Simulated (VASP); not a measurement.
# Sn4O9 (a cell with a defect) in VASP: further runs

Runs on Sn4O9 (a cell with a defect). Level: PBE. Tasks: single point.

Program: VASP 6.6.1. These are calculated values, not measurements. Logs are shortened: lines on timing, memory, paths and dates and some standing lists are left out, and cuts for length are marked.

**1. The cell of the first run**

The cell holds a defect, 13 atoms: a = 5.812 Å, b = 5.812 Å, c = 5.814 Å, α = 108.08°, β = 108.08°, γ = 112.28°.

**2. Single point, PBE (with an interstitial atom, then relaxed in part)**

Contents of INCAR:

```
SYSTEM = Sn4O9
  ALGO = Normal
  EDIFF = 1E-6
  ENCUT = 1000
  GGA = PE
  GGA_COMPAT = .False.
  ISIF = 2
  ISMEAR = 0
  LASPH = .True.
  LCHARG = .False.
  LREAL = .False.
  LWAVE = .False.
  NBANDS = 67
  NELM = 120
  PREC = Accurate
  SIGMA = 0.02
```

Contents of KPOINTS:

```
k-points
0
Gamma
  3 3 3
  0 0 0
```

Contents of POSCAR:

```
Sn4O9
1.0
   -4.8265176369      0.0000000000      3.2381666580
    4.8265176369      0.0000000000      3.2381666580
    0.0000000000      4.8283676022     -3.2381666580
Sn O
4 9
Direct
    0.2897089916      0.7766938762      0.5291484675
    0.7637721665      0.2576044494      0.5222541613
    0.0267752952     -0.0049990537      0.0036605935
    0.5266473614      0.5148761724      0.0235819122
   -0.1289390642      0.2385598846      0.2171861604
    0.5264288533      0.8177276520      0.3260933064
    0.9750995263      0.7592594861      0.2141059943
    0.4594551249      0.2368717938      0.1841833106
    0.5940568157      0.7431679664      0.8130234194
    0.0781908815      0.2567598089      0.8192220878
    1.0268553643      0.6906728725      0.6993435324
    0.5266849302      0.2082760171      0.7167724842
    0.1827802361      0.3643536058      0.4026551556
```

Potentials or basis: VASP PAW PBE potentials, release 64 (Sn_d, O_h).

Started as:

```
> cat potpaw_PBE.64/Sn_d/POTCAR potpaw_PBE.64/O_h/POTCAR > POTCAR
> mpirun -np 1 vasp_std > vasp.out
```

OUTCAR:

```text
SYSTEM = Sn4O9
   EDIFF = 1E-6
   ENCUT = 1000
   GGA = PE
   ISIF = 2
   ISMEAR = 0
   LASPH = .True.
   LREAL = .False.
   NELM = 120
   PREC = Accurate

 ion  position               nearest neighbor table
   1  0.290  0.777  0.529-  12 2.03  13 2.04  11 2.06   6 2.07   7 2.09   9 2.13   5 2.64   2 3.12
                             2 3.36   3 3.67   3 3.73   4 3.74
   2  0.764  0.258  0.522-  12 2.03   5 2.04  11 2.06   6 2.07  10 2.09   8 2.13  13 2.64   1 3.12
                             1 3.36   3 3.67   3 3.73   4 3.74
   3  0.027  0.995  0.004-   8 2.04   9 2.04  11 2.08  10 2.10   7 2.10  13 2.22   5 2.22   4 3.24
                             4 3.24   2 3.67   1 3.67   2 3.73   1 3.73
   4  0.527  0.515  0.024-   6 2.07   8 2.08   9 2.08  12 2.09   7 2.11  10 2.11   3 3.24   3 3.24
                             1 3.74   2 3.74
   5  0.871  0.239  0.217-  13 1.51   2 2.04   3 2.22   1 2.64
   6  0.526  0.818  0.326-   4 2.07   1 2.07   2 2.07
   7  0.975  0.759  0.214-   1 2.09   3 2.10   4 2.11
   8  0.459  0.237  0.184-   3 2.04   4 2.08   2 2.13
   9  0.594  0.743  0.813-   3 2.04   4 2.08   1 2.13
  10  0.078  0.257  0.819-   2 2.09   3 2.10   4 2.11
  11  0.027  0.691  0.699-   1 2.06   2 2.06   3 2.08
  12  0.527  0.208  0.717-   1 2.03   2 2.03   4 2.09
  13  0.183  0.364  0.403-   5 1.51   1 2.04   3 2.22   2 2.64

  LATTYP: Found a face centered orthorhombic cell.
 ALAT       =     6.4763333160
 B/A-ratio  =     1.4905093365
 C/A-ratio  =     1.4910806367

  Lattice vectors:

 A1 = (   4.8265176369,   4.8283676022,   0.0000000000)
 A2 = (   0.0000000000,   4.8283676022,   3.2381666580)
 A3 = (   4.8265176369,   0.0000000000,   3.2381666580)

Analysis of symmetry for initial positions (statically):
=====================================================================
 Subroutine PRICEL returns:
 Original cell was already a primitive cell.

 Routine SETGRP: Setting up the symmetry group for a
 face centered orthorhombic supercell.

 Subroutine GETGRP returns: Found  1 space group operations
 (whereof  1 operations were pure point group operations)
 out of a pool of  8 trial point group operations.

The static configuration has the point symmetry C_1 .

Analysis of symmetry for dynamics (positions and initial velocities):
=====================================================================
 Subroutine PRICEL returns:
 Original cell was already a primitive cell.

 Routine SETGRP: Setting up the symmetry group for a
 face centered orthorhombic supercell.

 Subroutine GETGRP returns: Found  1 space group operations
 (whereof  1 operations were pure point group operations)
 out of a pool of  8 trial point group operations.

The dynamic configuration has the point symmetry C_1 .

 Subroutine INISYM returns: Found  1 space group operations
 (whereof  1 operations are pure point group operations),
 and found     1 'primitive' translations

----------------------------------------------------------------------------------------

                                     Primitive cell

  volume of cell :     150.9258

  direct lattice vectors                    reciprocal lattice vectors
    -4.826517637  0.000000000  3.238166658    -0.103594359  0.103554667  0.154408359
     4.826517637  0.000000000  3.238166658     0.103594359  0.103554667  0.154408359
     0.000000000  4.828367602 -3.238166658     0.000000000  0.207109334  0.000000000

  length of vectors
     5.812142101  5.812142101  5.813678440     0.212831627  0.212831627  0.207109334

  position of ions in fractional coordinates (direct lattice)
     0.289708992  0.776693876  0.529148468
     0.763772166  0.257604449  0.522254161
     0.026775295  0.995000946  0.003660594
     0.526647361  0.514876172  0.023581912
     0.871060936  0.238559885  0.217186160
     0.526428853  0.817727652  0.326093306
     0.975099526  0.759259486  0.214105994
     0.459455125  0.236871794  0.184183311
     0.594056816  0.743167966  0.813023419
     0.078190881  0.256759809  0.819222088
     0.026855364  0.690672873  0.699343532
     0.526684930  0.208276017  0.716772484
     0.182780236  0.364353606  0.402655156

  ion indices of the primitive-cell ions
   primitive index   ion index
[... 27 lines left out ...]
     0.000000000  0.069036445  0.000000000     0.000000000  0.000000000  0.333333333

  Length of vectors
     0.070943876  0.070943876  0.069036445

  Shift w.r.t. Gamma in fractional coordinates (k-lattice)
     0.000000000  0.000000000  0.000000000

 Subroutine IBZKPT returns following result:
 ===========================================

 Found     14 irreducible k-points:

 Following reciprocal coordinates:
            Coordinates               Weight
  0.000000  0.000000  0.000000      1.000000
  0.333333  0.000000 -0.000000      2.000000
  0.000000  0.333333 -0.333333      2.000000
 -0.000000 -0.333333  0.000000      2.000000
 -0.333333 -0.000000  0.333333      2.000000
  0.333333  0.333333 -0.000000      2.000000
  0.333333  0.333333  0.333333      2.000000
 -0.333333  0.333333  0.000000      2.000000
  0.000000  0.000000  0.333333      2.000000
  0.333333  0.000000  0.333333      2.000000
  0.000000  0.333333  0.333333      2.000000
 -0.333333  0.333333  0.333333      2.000000
 -0.333333  0.333333 -0.333333      2.000000
 -0.333333 -0.333333  0.333333      2.000000
   k-points           NKPTS =     14   k-points in BZ     NKDIM =     14   number of bands    NBANDS=     67
   number of dos      NEDOS =    301   number of ions     NIONS =     13
   total plane-waves  NPLWV = 216000
   dimension x,y,z NGX =    60 NGY =   60 NGZ =   60
   dimension x,y,z NGXF=   120 NGYF=  120 NGZF=  120
   ions per type =               4   9
   NGX,Y,Z   is equivalent  to a cutoff of  17.16, 17.16, 17.16 a.u.
   NGXF,Y,Z  is equivalent  to a cutoff of  34.32, 34.32, 34.31 a.u.
 SYSTEM =  Sn4O9
   PREC   = accura    normal or accurate (medium, high low for compatibility)
   ISTART =      0    job   : 0-new  1-cont  2-samecut
   ICHARG =      2    charge: 1-file 2-atom 10-const
   ISPIN  =      1    spin polarized calculation?
   LNONCOLLINEAR =      F non collinear calculations
   LSORBIT =      F    spin-orbit coupling
   LASPH  =      T    aspherical Exc in radial PAW
   ENCUT  = 1000.0 eV  73.50 Ry    8.57 a.u.  14.99 14.99 14.99*2*pi/ulx,y,z
   NELM   =    120;   NELMIN=  2; NELMDL= -5     # of ELM steps
   EDIFF  = 0.1E-05   stopping-criterion for ELM
   LREAL  =      F    real-space projection
   EDIFFG = 0.1E-04   stopping-criterion for IOM
   NSW    =      0    number of steps for IOM
   IBRION =     -1    ionic relax: 0-MD 1-quasi-New 2-CG
   NFREE  =      0    steps in history (QN), initial steepest desc. (CG)
   ISIF   =      2    stress and relaxation
   ISYM   =      2    0-nonsym 1-usesym 2-fastsym
   POTIM  = 0.5000    time-step for ionic-motion
   TEBEG  =    0.0;   TEEND  =   0.0 temperature during run
   PSTRESS=    0.0 pullay stress
   NELECT =     110.0000    total number of electrons
   NUPDOWN=      -1.0000    fix difference up-down
   EMIN   =  10.00;   EMAX   =-10.00  energy-range for DOS
   EFERMI =   0.00;   METHOD = LEGACY
   ISMEAR =     0;   SIGMA  =   0.02  broadening in eV -4-tet -1-fermi 0-gaus
   EFERMI_NEDOS =   21; number of points for ismear=-14 and -15
   IALGO  =     38    algorithm
   IMIX   =      4    mixing-type and parameters
     AMIX     =   0.40;   BMIX     =  1.00
     AMIX_MAG =   1.60;   BMIX_MAG =  1.00
  volume/ion in A,a.u.               =      11.61        78.35
  Fermi-wavevector in a.u.,A,eV,Ry     =   1.473278  2.784091 29.532083  2.170547
  Thomas-Fermi vector in A             =   2.588190
   LORBIT       =      0    0 simple, 1 ext, 2 COOP (PROOUT), +10 PAW based schemes
   GGA     = PE    functional components
   LHFCALC =     F    Hartree Fock is set to
   AEXX    =    0.0000 exact exchange contribution
   IVDW    =     0    specifies the selected vdW correction
   LEPSILON=     F    determine dielectric tensor
   LRPA    =     F    only Hartree local field effects (RPA)
 non-spin polarized calculation
 Gauss-broadening in eV      SIGMA  =   0.02
  energy-cutoff  :     1000.00
  volume of cell :      150.93
 maximum number of plane-waves:     10893
   NGX = 29   NGY = 29   NGZ = 29

 number of electron     110.0000000 magnetization

 Free energy of the ion-electron system (eV)
  ---------------------------------------------------
  ext. energy  EPLUGINS =         0.00000000
  ---------------------------------------------------
  free energy    TOTEN  =       -76.84587336 eV

  energy without entropy =      -76.84587336  energy(sigma->0) =      -76.84587336

 E-fermi :   6.8512     XC(G=0): -11.3045

 val. band max:        6.7484646512   @ k =  -0.3333   0.3333  -0.3333
 cond. band min:       7.4428496473   @ k =   0.0000   0.0000   0.0000
 fundamental gap:      0.6943849961
 Fermi energy:         6.8512372421

 k-point     1 :       0.0000    0.0000    0.0000
  band No.  band energies     occupation
      1     -15.3578      2.00000
      2     -14.6307      2.00000
      3     -14.3746      2.00000
      4     -14.2233      2.00000
      5     -13.9772      2.00000
      6     -13.9571      2.00000
[... 969 lines left out ...]
     66      16.6616      0.00000
     67      16.8200      0.00000

------------------------ aborting loop because EDIFF is reached ----------------------------------------

  FORCE on cell =-STRESS in cart. coord.  units (eV):
  Direction    XX          YY          ZZ          XY          YZ          ZX
  --------------------------------------------------------------------------------------
  -------------------------------------------------------------------------------------
  Total        8.0489018      8.0131764     12.1592950      3.4414960      2.8915719     -2.8908468
  in kB       85.4444369     85.0651885    129.0789908     36.5337654     30.6959562    -30.6882589
  external PRESSURE =      99.8628721 kB  Pullay stress =       0.0000000 kB

 VOLUME and BASIS-vectors are now :
 -----------------------------------------------------------------------------
  energy-cutoff  :     1000.00
  volume of cell :      150.93
      direct lattice vectors                 reciprocal lattice vectors
    -4.826517637  0.000000000  3.238166658    -0.103594359  0.103554667  0.154408359
     4.826517637  0.000000000  3.238166658     0.103594359  0.103554667  0.154408359
     0.000000000  4.828367602 -3.238166658     0.000000000  0.207109334  0.000000000

 POSITION                                       TOTAL-FORCE (eV/Angst)
 -----------------------------------------------------------------------------------
      2.35044      2.55492      1.73972         0.012387      0.002354      0.009503
     -2.44303      2.52164      1.61624        -0.002798      0.012412     -0.013819
      4.67316      0.01767      3.29683         0.008919      0.005434     -0.007615
     -0.05681      0.11386      3.29626         0.012734      0.002296      0.012834
     -3.05278      1.04865      2.88985         0.013821     -0.037715      0.007477
      1.40596      1.57450      3.29666        -0.015920     -0.009875      0.003013
     -1.04176      1.03378      4.92283        -0.009347      0.007335     -0.001411
     -1.07430      0.88930      1.65841        -0.018410      0.011213      0.004676
      0.71969      3.92558      1.69745         0.007027     -0.017494     -0.005595
      0.86187      3.95551     -1.56815         0.009474     -0.010020      0.004887
      3.20393      3.37669      0.05889         0.005277      0.003099     -0.003963
     -1.53681      3.46084      0.05890         0.013179      0.014986      0.002842
      0.87637      1.94417      0.46785        -0.036344      0.015974     -0.012829
 -----------------------------------------------------------------------------------
    total drift:                               -0.000794      0.000419      0.001627

  FREE ENERGIE OF THE ION-ELECTRON SYSTEM (eV)
  ---------------------------------------------------
  free  energy   TOTEN  =       -76.8458733591 eV

  energy  without entropy=      -76.8458733591  energy(sigma->0) =      -76.84587336
```

Wall time 9.9 min (1 thread of Intel Xeon Platinum 8259CL at 2.50GHz (Skylake/Cascade Lake), shared host); peak memory 0.64 GiB.

Results:

```yaml
Free_energy: -76.8459 eV
Pressure: 10.0 GPa
Largest_force: 0.042 eV/Å
Band_gap_on_the_k_mesh: 0.69 eV
```

Forces in eV/Å, atoms in the order of the input:
```
Sn   0.012  0.002  0.010
Sn  -0.003  0.012 -0.014
Sn   0.009  0.005 -0.008
Sn   0.013  0.002  0.013
O    0.014 -0.038  0.007
O   -0.016 -0.010  0.003
O   -0.009  0.007 -0.001
O   -0.018  0.011  0.005
O    0.007 -0.017 -0.006
O    0.009 -0.010  0.005
O    0.005  0.003 -0.004
O    0.013  0.015  0.003
O   -0.036  0.016 -0.013
```

Stress tensor (GPa, compression positive):
```
 8.54  3.65 -3.07
 3.65  8.51  3.07
-3.07  3.07 12.91
```

Caveat: the k points lie up to 0.45 Å⁻¹ apart; the cell differs from its parent crystal (with an interstitial atom, then relaxed in part); spin-orbit coupling is left out, which moves the levels of the heavy elements.

(Continued in part 2 of 2.)
